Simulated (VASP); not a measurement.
# WF3 (Fm-3m) in VASP: a series of runs

Runs on WF3. Level: PBE. Tasks: single point, relaxation of cell and atoms.

Program: VASP 6.6.1. These are calculated values, not measurements. Logs are shortened: lines on timing, memory, paths and dates and some standing lists are left out, and cuts for length are marked.

## Step 1: The cell of the first run

It takes space group Fm-3m (No. 225, cubic). The conventional cell has a = 5.479 Å, b = 5.479 Å, c = 5.479 Å, α = 90.00°, β = 90.00°, γ = 90.00°. Within 3.1 Å of W (site symmetry m-3m) lie 14 F at 2.37 to 2.74 Å. Within 3.1 Å of F (site symmetry m-3m) lie 8 F at 2.37 Å and 6 W at 2.74 Å. F (site symmetry -43m) has 4 W at 2.37 Å and 10 F at 2.37 to 2.74 Å within 3.1 Å.

## Step 2: Single point, PBE, collinear spin, ferromagnetic start

File INCAR:

```
SYSTEM = WF3
PREC     = Accurate       ! precision mode
ENCUT    = 520            ! plane-wave cutoff, eV
EDIFF    = 1E-7           ! SCF threshold, eV
ISMEAR   = 0              ! smearing method
SIGMA    = 0.1            ! smearing width, eV
LREAL    = .False.        ! projectors in reciprocal space
LASPH    = .True.         ! aspherical terms in the spheres
NELM     = 150            ! most SCF steps
ALGO     = Normal         ! electronic algorithm
ISIF     = 2              ! what is computed and relaxed
LWAVE    = .False.        ! write WAVECAR
LCHARG   = .True.         ! write CHGCAR
ISPIN    = 2              ! spin polarisation
MAGMOM   = 2.17 0.16 0.01 0.01 ! initial moments
LORBIT   = 11             ! projections on sites
LMAXMIX  = 4              ! l up to which the mixer works
GGA      = PE             ! functional
LELF     = .True.         ! ELF
LVHAR    = .True.       
NBANDS   = 30             ! bands
```

File KPOINTS:

```
regular mesh
0
Gamma
  6 6 6
  0 0 0
```

File POSCAR:

```
WF3
1.0
    0.0000000000      2.7397048423      2.7397048423
    2.7397048423      0.0000000000      2.7397048423
    2.7397048423      2.7397048423      0.0000000000
W F
1 3
Direct
    0.0000000000      0.0000000000      0.0000000000
    0.5000000000      0.5000000000      0.5000000000
    0.7500000000      0.7500000000      0.7500000000
    0.2500000000      0.2500000000      0.2500000000
```

Potentials or basis: VASP PAW PBE potentials, release 64 (W_sv, F).

The run is started by

```console
cat potpaw_PBE.64/W_sv/POTCAR potpaw_PBE.64/F/POTCAR > POTCAR
mpirun -np 1 vasp_std > vasp.out
```

OUTCAR:

```text
SYSTEM = WF3
   PREC = Accurate
   ENCUT = 520
   EDIFF = 1E-7
   ISMEAR = 0
   LREAL = .False.
   LASPH = .True.
   NELM = 150
   ISIF = 2
   ISPIN = 2
   LORBIT = 11
   GGA = PE

 ion  position               nearest neighbor table
   1  0.000  0.000  0.000-   3 2.37   3 2.37   3 2.37   3 2.37   4 2.37   4 2.37   4 2.37   4 2.37

   2  0.500  0.500  0.500-
   3  0.750  0.750  0.750-   1 2.37   1 2.37   1 2.37   1 2.37
   4  0.250  0.250  0.250-   1 2.37   1 2.37   1 2.37   1 2.37

  LATTYP: Found a face centered cubic cell.
 ALAT       =     5.4794096846

  Lattice vectors:

 A1 = (   0.0000000000,   2.7397048423,   2.7397048423)
 A2 = (   2.7397048423,   0.0000000000,   2.7397048423)
 A3 = (   2.7397048423,   2.7397048423,   0.0000000000)

Analysis of symmetry for initial positions (statically):
=====================================================================
 Subroutine PRICEL returns:
 Original cell was already a primitive cell.

 Routine SETGRP: Setting up the symmetry group for a
 face centered cubic supercell.

 Subroutine GETGRP returns: Found 48 space group operations
 (whereof 48 operations were pure point group operations)
 out of a pool of 48 trial point group operations.

The static configuration has the point symmetry O_h .

Analysis of symmetry for dynamics (positions and initial velocities):
=====================================================================
 Subroutine PRICEL returns:
 Original cell was already a primitive cell.

 Routine SETGRP: Setting up the symmetry group for a
 face centered cubic supercell.

 Subroutine GETGRP returns: Found 48 space group operations
 (whereof 48 operations were pure point group operations)
 out of a pool of 48 trial point group operations.

The dynamic configuration has the point symmetry O_h .

Analysis of structural, dynamic, and magnetic symmetry:
=====================================================================
 Subroutine PRICEL returns:
 Original cell was already a primitive cell.

 Routine SETGRP: Setting up the symmetry group for a
 face centered cubic supercell.

 Subroutine GETGRP returns: Found 48 space group operations
 (whereof 48 operations were pure point group operations)
 out of a pool of 48 trial point group operations.

The overall configuration has the point symmetry O_h .

 Subroutine INISYM returns: Found 48 space group operations
 (whereof 48 operations are pure point group operations),
 and found     1 'primitive' translations

[... 118 lines left out ...]
   LEPSILON=     F    determine dielectric tensor
   LRPA    =     F    only Hartree local field effects (RPA)
 spin polarized calculation
 Gauss-broadening in eV      SIGMA  =   0.10
  energy-cutoff  :      520.00
  volume of cell :       41.13
 maximum number of plane-waves:      1125
 NGX is ok and might be reduce to    30
   NGX = 15   NGY = 15   NGZ = 15

 number of electron      34.9999983 magnetization       3.0000051

 Free energy of the ion-electron system (eV)
  ---------------------------------------------------
  ext. energy  EPLUGINS =         0.00000000
  ---------------------------------------------------
  free energy    TOTEN  =       -21.99722708 eV

  energy without entropy =      -21.99039475  energy(sigma->0) =      -21.99381092

 E-fermi :   7.0173     XC(G=0): -12.0288

 val. band max:        7.0026151040   @ k =  -0.3333   0.5000   0.1667
 cond. band min:       7.0193303256   @ k =   0.3333   0.1667   0.0000
 fundamental gap:      0.0167152216
 Fermi energy:         7.0172642118

 spin component 1

 k-point     1 :       0.0000    0.0000    0.0000
  band No.  band energies     occupation
      1     -69.3550      1.00000
      2     -33.6537      1.00000
      3     -33.6536      1.00000
      4     -33.6536      1.00000
      5     -19.3055      1.00000
      6     -18.0719      1.00000
[... 501 lines left out ...]
     28      24.2193      0.00000
     29      25.8205      0.00000
 Fermi energy:         7.0172642118

 spin component 2

 k-point     1 :       0.0000    0.0000    0.0000
  band No.  band energies     occupation
      1     -68.0803      1.00000
      2     -31.9457      1.00000
      3     -31.9457      1.00000
      4     -31.9457      1.00000
      5     -19.2796      1.00000
      6     -18.1103      1.00000
[... 501 lines left out ...]
     28      24.8637      0.00000
     29      26.5961      0.00000
 [bands above 29 left out]

------------------------ aborting loop because EDIFF is reached ----------------------------------------

  FORCE on cell =-STRESS in cart. coord.  units (eV):
  Direction    XX          YY          ZZ          XY          YZ          ZX
  --------------------------------------------------------------------------------------
  -------------------------------------------------------------------------------------
  Total        0.0294664      0.0294664      0.0294664     -0.0000000     -0.0000000      0.0000000
  in kB        1.1478779      1.1478779      1.1478779     -0.0000000     -0.0000000      0.0000000
  external PRESSURE =       1.1478779 kB  Pullay stress =       0.0000000 kB

 VOLUME and BASIS-vectors are now :
 -----------------------------------------------------------------------------
  energy-cutoff  :      520.00
  volume of cell :       41.13
      direct lattice vectors                 reciprocal lattice vectors
     0.000000000  2.739704842  2.739704842    -0.182501411  0.182501411  0.182501411
     2.739704842  0.000000000  2.739704842     0.182501411 -0.182501411  0.182501411
     2.739704842  2.739704842  0.000000000     0.182501411  0.182501411 -0.182501411

 POSITION                                       TOTAL-FORCE (eV/Angst)
 -----------------------------------------------------------------------------------
      0.00000      0.00000      0.00000        -0.000000     -0.000000     -0.000000
      2.73970      2.73970      2.73970        -0.000000     -0.000000     -0.000000
      4.10956      4.10956      4.10956        -0.000000     -0.000000     -0.000000
      1.36985      1.36985      1.36985         0.000000      0.000000      0.000000
 -----------------------------------------------------------------------------------
    total drift:                                0.000000     -0.000000      0.000000

  FREE ENERGIE OF THE ION-ELECTRON SYSTEM (eV)
  ---------------------------------------------------
  free  energy   TOTEN  =       -21.9972270803 eV

  energy  without entropy=      -21.9903947545  energy(sigma->0) =      -21.99381092

 total charge

# of ion       s       p       d       tot
------------------------------------------
    1        2.149   6.078   3.109  11.336
    2        1.746   4.347   0.000   6.094
    3        1.755   4.302   0.000   6.057
    4        1.755   4.302   0.000   6.057
--------------------------------------------------
tot          7.405  19.029   3.109  29.543

 magnetization (x)

# of ion       s       p       d       tot
------------------------------------------
    1        0.028   0.017   2.485   2.531
    2        0.007   0.125   0.000   0.132
    3        0.011  -0.034   0.000  -0.023
    4        0.011  -0.034   0.000  -0.023
--------------------------------------------------
tot          0.058   0.073   2.485   2.617
```

Run time: 46 s. Hardware: 1 thread of Intel Xeon Platinum 8259CL at 2.50GHz (Skylake/Cascade Lake), shared host; peak memory 0.2 GiB.

Results:

```
Free energy                                           : -21.9972 eV
Pressure                                              : 0.1 GPa
Band gap on the k mesh                                : zero (filled and empty bands overlap)
Net moment                                            : 3.00 μB per cell
Site moments                                          : W +2.53; F +0.13, -0.02 μB
Valence electrons inside the program's atomic spheres : W 11.34; F 6.09, 6.06
```

Caveat: spin-orbit coupling is left out, which moves the levels of the heavy elements.

## Step 3: Single point, PBE, collinear spin, ferrimagnetic start

This run uses another cell than the first one, of 16.43 Å³/atom, 1.598 times its volume.

File INCAR:

```
PREC = Accurate ; ENCUT = 520
EDIFF = 1E-7 ; ISMEAR = 0
SIGMA = 0.1 ; LREAL = F
LASPH = T ; NELM = 150
ALGO = Normal ; ISIF = 2
LWAVE = F ; LCHARG = F
ISPIN = 2 ; MAGMOM = 2.75 0.01 -0.09 -0.09
LORBIT = 11 ; LMAXMIX = 4
GGA = PE ; NBANDS = 30
```

File KPOINTS:

```
regular mesh
0
Gamma
  6 6 6
```

File POSCAR:

```
WF3
1.0
    0.0000000000      3.2029225600      3.2029225600
    3.2029225600      0.0000000000      3.2029225600
    3.2029225600      3.2029225600      0.0000000000
W F
1 3
Direct
    0.0000000000      0.0000000000      0.0000000000
    0.5000000000      0.5000000000      0.5000000000
    0.7500000000      0.7500000000      0.7500000000
    0.2500000000      0.2500000000      0.2500000000
```

Potentials or basis: VASP PAW PBE potentials, release 64 (W_sv, F).

The run is started by

```console
cat potpaw_PBE.64/W_sv/POTCAR potpaw_PBE.64/F/POTCAR > POTCAR
mpirun -np 1 vasp_std > vasp.out
```

Wall time 78 s (1 thread of Intel Xeon Platinum 8259CL at 2.50GHz (Skylake/Cascade Lake), shared host); peak memory 0.26 GiB.

The run converged. Its results:

```
Free energy                                           : -18.9842 eV
Pressure                                              : -25.1 GPa
Band gap on the k mesh                                : zero (filled and empty bands overlap)
Net moment                                            : 3.00 μB per cell
Site moments                                          : W +2.66; F +0.01, -0.09 μB
Valence electrons inside the program's atomic spheres : W 11.10; F 5.98, 5.95
```

Levels at points of the mesh, in eV from the Fermi level:
Spin up:
```
           k point  band 17  band 18  band 19  band 20  band 21  band 22
(0.00, 0.00, 0.00)    -0.98    -0.98    -0.26     0.51     0.51     0.51
(0.50, 0.00, 0.00)    -0.29    -0.04    -0.04     0.32     0.32     2.46
(0.50, 0.50, 0.00)    -0.81    -0.78    -0.69     0.10     0.10     2.49
```
Spin down:
```tsv
k point	band 14	band 15	band 16	band 17	band 18	band 19
(0.00, 0.00, 0.00)	-1.12	-1.12	-1.12	1.19	1.65	1.65
(0.50, 0.00, 0.00)	-1.15	-1.14	-1.14	1.50	2.00	2.00
(0.50, 0.50, 0.00)	-1.38	-0.88	-0.88	1.24	1.74	1.92
```

Caveat: spin-orbit coupling is left out, which moves the levels of the heavy elements.

## Step 4: Relaxation of cell and atoms, PBE, collinear spin, ferromagnetic start

This run uses another cell than the first one, of 16.43 Å³/atom, 1.598 times its volume.

File INCAR:

```
SYSTEM = WF3
PREC = Accurate
ENCUT = 600
EDIFF = 1E-6
ISMEAR = 0
SIGMA = 0.1
LREAL = .FALSE.
LASPH = .TRUE.
NELM = 150
ALGO = Normal
ISIF = 3
LWAVE = .FALSE.
LCHARG = .FALSE.
ISPIN = 2
MAGMOM = 2.17 0.16 0.01 0.01
LORBIT = 11
LMAXMIX = 4
GGA = PE
IBRION = 2
NSW = 90
EDIFFG = -0.04
```

File KPOINTS:

```
Automatic mesh
0
G
  6 6 6
  0 0 0
```

POSCAR is that of step 3.

The run is started by

```console
cat potpaw_PBE.64/W_sv/POTCAR potpaw_PBE.64/F/POTCAR > POTCAR
mpirun -np 1 vasp_std > vasp.out
```

Run time: 3.5 min. Hardware: 1 thread of Intel Xeon Platinum 8259CL at 2.50GHz (Skylake/Cascade Lake), shared host; peak memory 0.28 GiB.

Results (log left out):

| Property | Result |
| --- | --- |
| Free energy | -22.0747 eV |
| Relaxed volume | 10.34 Å³/atom |
| Relaxed cell | a = 3.882 Å, b = 3.882 Å, c = 3.882 Å, α = 60.00°, β = 60.00°, γ = 60.00° |
| Space group after relaxing (to 0.05 Å) | Fm-3m (No. 225) |
| Energy gained by relaxing | 771.7 meV/atom |
| Ionic steps | 5 |
| Pressure after relaxing | -0.6 GPa |
| Band gap on the k mesh | zero (filled and empty bands overlap) |
| Net moment | 3.00 μB per cell |
| Site moments | W +2.53; F +0.13, -0.02 μB |
| Valence electrons inside the program's atomic spheres | W 11.33; F 6.09, 6.05 |

Step by step:
| step | energy change (eV) | largest force (eV/Å) | pressure (GPa) | volume (Å³) |
| --- | --- | --- | --- | --- |
| 1 | 0.0000 | 0.0000 | -25.15 | 65.72 |
| 2 | -2.9931 | 0.0000 | -9.72 | 44.11 |
| 3 | -3.0865 | 0.0000 | -0.73 | 41.39 |
| 4 | -3.0862 | 0.0000 | 0.96 | 40.98 |
| 5 | -3.0866 | 0.0000 | -0.57 | 41.36 |

Final structure:
```xyz
4
Lattice="0.0000 2.7447 2.7447 2.7447 0.0000 2.7447 2.7447 2.7447 0.0000" Properties=species:S:1:pos:R:3 pbc="T T T"
W     0.0000    0.0000    0.0000
F     2.7447    2.7447    2.7447
F     4.1171    4.1171    4.1171
F     1.3724    1.3724    1.3724
```

Levels at points of the mesh, in eV from the Fermi level:
Spin up:
```csv
k point,band 17,band 18,band 19,band 20,band 21,band 22
"(0.00, 0.00, 0.00)",-1.97,-1.97,0.34,1.12,1.12,1.12
"(0.50, 0.00, 0.00)",-0.56,-0.33,-0.33,0.67,0.67,4.31
"(0.50, 0.50, 0.00)",-1.39,-1.33,-1.16,0.23,0.23,4.19
```
Spin down:
| k point | band 12 | band 13 | band 14 | band 15 | band 16 | band 17 | band 18 | band 19 | band 20 | band 21 |
| --- | --- | --- | --- | --- | --- | --- | --- | --- | --- | --- |
| (0.00, 0.00, 0.00) | -6.59 | -6.59 | -3.76 | -3.76 | -3.76 | 0.50 | 0.50 | 1.70 | 2.63 | 2.63 |
| (0.50, 0.00, 0.00) | -6.95 | -6.91 | -3.83 | -3.83 | -3.58 | 1.20 | 1.88 | 1.88 | 2.29 | 2.29 |
| (0.50, 0.50, 0.00) | -6.53 | -5.96 | -4.26 | -3.20 | -3.20 | 0.58 | 1.03 | 1.30 | 1.93 | 1.93 |

Caveat: the volume moved by over 15 % at a fixed basis, so the end points are rough; spin-orbit coupling is left out, which moves the levels of the heavy elements.

## Step 5: Single point, PBE, collinear spin

File INCAR:

```
SYSTEM = WF3
ALGO = Normal ; EDIFF = 1E-7
ENCUT = 520 ; GGA = PE
ISIF = 2 ; ISMEAR = 0
ISPIN = 2 ; LASPH = .True.
LCHARG = .False. ; LMAXMIX = 4
LORBIT = 11 ; LREAL = .False.
LWAVE = .False. ; MAGMOM = 2.17 0.16 0 0
NBANDS = 30 ; NELM = 150
PREC = Accurate ; SIGMA = 0.1
```

File KPOINTS:

```
k-points
0
Gamma
  14 14 14
  0 0 0
```

File POSCAR:

```
WF3
1.0
    0.0000000000      2.7397048423      2.7397048423
    2.7397048423      0.0000000000      2.7397048423
    2.7397048423      2.7397048423      0.0000000000
W F
1 3
Direct
    0.0000000000      0.0000000000      0.0000000000
    0.5000000000      0.5000000000      0.5000000000
    0.7500000000      0.7500000000      0.7500000000
    0.2500000000      0.2500000000      0.2500000000
```

The run is started by

```console
cat potpaw_PBE.64/W_sv/POTCAR potpaw_PBE.64/F/POTCAR > POTCAR
mpirun -np 1 vasp_std > vasp.out
```

It took 4.9 min on 1 thread of Intel Xeon Platinum 8259CL at 2.50GHz (Skylake/Cascade Lake), shared host; peak memory 0.32 GiB.

It converged, with:

```yaml
Free_energy: -21.9959 eV
Pressure: 0.1 GPa
Band_gap_on_the_k_mesh: zero (filled and empty bands overlap)
Net_moment: 3.00 μB per cell
Site_moments: W +2.53; F +0.13, -0.02 μB
Valence_electrons_inside_the_program's_atomic_spheres: W 11.34; F 6.09, 6.06
```

Levels at points of the mesh, in eV from the Fermi level:
Spin up:
```csv
k point,band 16,band 17,band 18,band 19,band 20,band 21,band 22,band 23
"(0.00, 0.00, 0.00)",-4.04,-2.00,-2.00,0.35,1.12,1.12,1.12,12.15
"(0.50, 0.00, 0.00)",-3.87,-0.57,-0.34,-0.34,0.67,0.67,4.33,7.96
"(0.50, 0.50, 0.00)",-3.44,-1.41,-1.35,-1.17,0.23,0.23,4.20,8.52
```
Spin down:
| k point | band 12 | band 13 | band 14 | band 15 | band 16 | band 17 | band 18 | band 19 | band 20 | band 21 |
| --- | --- | --- | --- | --- | --- | --- | --- | --- | --- | --- |
| (0.00, 0.00, 0.00) | -6.64 | -6.64 | -3.81 | -3.81 | -3.81 | 0.47 | 0.47 | 1.71 | 2.63 | 2.63 |
| (0.50, 0.00, 0.00) | -7.01 | -6.96 | -3.88 | -3.88 | -3.62 | 1.19 | 1.87 | 1.87 | 2.28 | 2.28 |
| (0.50, 0.50, 0.00) | -6.58 | -6.01 | -4.31 | -3.24 | -3.24 | 0.56 | 1.01 | 1.28 | 1.92 | 1.92 |

Caveat: spin-orbit coupling is left out, which moves the levels of the heavy elements.

## Step 6: Overview

```tsv
task	spin	cell	k mesh	cutoff (eV)	gap on the mesh (eV)	pressure (GPa)	moment (μB)
single point	collinear, ferromagnetic start	a = 3.875 Å, angles 60.0°, 4 atoms	6 × 6 × 6	520	none	0.1	3.00
single point	collinear, ferrimagnetic start	a = 4.530 Å, angles 60.0°, 4 atoms	6 × 6 × 6	520	none	-25.1	3.00
relaxation of cell and atoms	collinear, ferromagnetic start	relaxed from a = 4.530 Å, angles 60.0°, 4 atoms	6 × 6 × 6	600	none	-0.6	3.00
single point	collinear	a = 3.875 Å, angles 60.0°, 4 atoms	14 × 14 × 14	520	none	0.1	3.00
```

Alike in all rows: level PBE; potentials or basis VASP PAW PBE potentials, release 64 (W_sv, F); smearing gaussian 0.1 eV.

Caveats: spin-orbit coupling is left out, which moves the levels of the heavy elements; the volume moved by over 15 % at a fixed basis, so the end points are rough (some runs).

Absolute energies hang on the potentials; compare differences alone.
